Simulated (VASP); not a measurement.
Crystal: MnO2.

```xyz
3
Lattice="2.8566 0.0000 0.0000 -1.4283 2.4739 0.0000 0.0000 0.0000 4.6014" Properties=species:S:1:pos:R:3 pbc="T T T"
Mn    0.0000    0.0000    2.3007
O     0.0000    1.6492    3.2499
O     1.4283    0.8246    1.3515
```

| Item | Value |
| --- | --- |
| Program | VASP 6.6.1 |
| Task | relaxation of cell and atoms |
| Functional | BLYP |
| Dispersion | D4 |
| Potentials or basis | VASP PAW PBE potentials, release 64 (Mn_pv, O) |
| Cutoff | 600 eV |
| k mesh | 11 × 11 × 6 |
| Occupations | fermi-dirac, width 0.05 eV |
| Spin | collinear spin, ferromagnetic start |
| Starting moments | [4.0, 0.0, 0.0] μB |

At the start: pressure 5.7 GPa; volume 10.84 Å³/atom.

**Question.** How do energy, volume and symmetry change on relaxing?

**Answer.** Over 17 steps the energy falls by 14.1 meV/atom and the volume is 10.44 Å³/atom (-3.7 %); space group P-3m1 (No. 164, to 0.1 Å) before and after; moment 3.00 μB per cell.

Step by step:
```
step  energy change (eV)  largest force (eV/Å)  pressure (GPa)  volume (Å³)
   1              0.0000                0.5243            5.70        32.52
   2              0.0169                0.6141           -8.23        34.36
   3             -0.0216                0.0039           -0.69        33.28
   4             -0.0252                0.0637           -0.73        33.16
   5             -0.0290                0.1782           -0.69        32.92
   6             -0.0293                0.2154           -0.74        32.84
   7             -0.0321                0.1975           -0.64        32.64
   8             -0.0387                0.1438           -0.41        32.04
   9             -0.0404                0.0289            0.58        30.85
  10             -0.0418                0.0833            0.05        31.33
  11             -0.0417                0.0719            0.29        31.23
  12             -0.0418                0.0760            0.32        31.26
  13             -0.0418                0.0795            0.29        31.29
  14             -0.0421                0.0562           -0.83        31.42
  15             -0.0422                0.0041           -0.44        31.37
  16             -0.0423                0.0012            0.24        31.28
  17             -0.0424                0.0021            0.01        31.31
```

Final structure:
```
Mn O
1.0
     2.89333    0.00000    0.00000
    -1.44666    2.50569    0.00000
     0.00000    0.00000    4.31926
Mn O
1 2
Direct
  0.00000 0.00000 0.50000
  0.33333 0.66667 0.72082
  0.66667 0.33333 0.27918
```

Caveat: the PAW data sets were made with another functional, which shifts forces and pressure a little; a cell with one magnetic atom can't hold antiferromagnetic order, which such compounds often take.
